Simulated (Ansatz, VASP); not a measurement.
**As in VASP and in Ansatz**

```
CELL_PARAMETERS angstrom
1.87741 1.08392 3.70434
-1.87741 1.08392 3.70434
0.00000 -2.16785 3.70434
ATOMIC_POSITIONS crystal
As 0.22443 0.22443 0.22443
As 0.77557 0.77557 0.77557
```

Alike in both runs: task single point; functional PBEsol; k mesh 12 × 12 × 12; occupations fermi-dirac, width 0.05 eV; no spin polarisation.

```csv
,VASP,Ansatz
version,VASP 6.6.1,Ansatz 0.2.0
potentials or method,"VASP PAW PBE potentials, release 64 (As), cutoff 520 eV","all-electron LAPW, scalar-relativistic"
```

```tsv
	VASP	Ansatz	Ansatz less VASP
pressure (GPa)	-1.0	-1.4	-0.37
traceless stress, the component that is largest in VASP (GPa)	-0.70	-0.59	+0.104
rms of the force components (eV/Å)	0.138	0.097	-0.0405
```

VASP's potentials were made for PBE, not for PBEsol. Atom by atom the forces differ by 0.040 eV/Å (rms over components). Ansatz ran all-electron here, and VASP with PAW potentials.
